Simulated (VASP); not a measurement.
Input of a VASP 6.6.1 run:

INCAR

```
PREC = Accurate
ENCUT = 500
EDIFF = 1E-6
ISMEAR = -1
SIGMA = 0.01
LREAL = False
LASPH = True
NELM = 120
ALGO = Normal
ISIF = 2
LWAVE = False
LCHARG = True
GGA = PS
LELF = True
LVHAR = True
NBANDS = 17
GGA_COMPAT = False
```

The input KPOINTS:

```
regular mesh
0
Gamma
  9 9 9
```

The input POSCAR:

```
PbSe
1.0
    0.0000000000      3.1222074042      3.1222074042
    3.1222074042      0.0000000000      3.1222074042
    3.1222074042      3.1222074042      0.0000000000
Pb Se
1 1
Direct
    0.0000000000      0.0000000000      0.0000000000
    0.5000000000      0.5000000000      0.5000000000
```

Potentials or basis: VASP PAW PBE potentials, release 64 (Pb_d, Se).

Command:

```console
$ cat potpaw_PBE.64/Pb_d/POTCAR potpaw_PBE.64/Se/POTCAR > POTCAR
$ mpirun -np 1 vasp_std > vasp.out
```

Predict the pressure.

-3.2 GPa.

Caveat: the PAW data sets were made with another functional, which shifts forces and pressure a little.
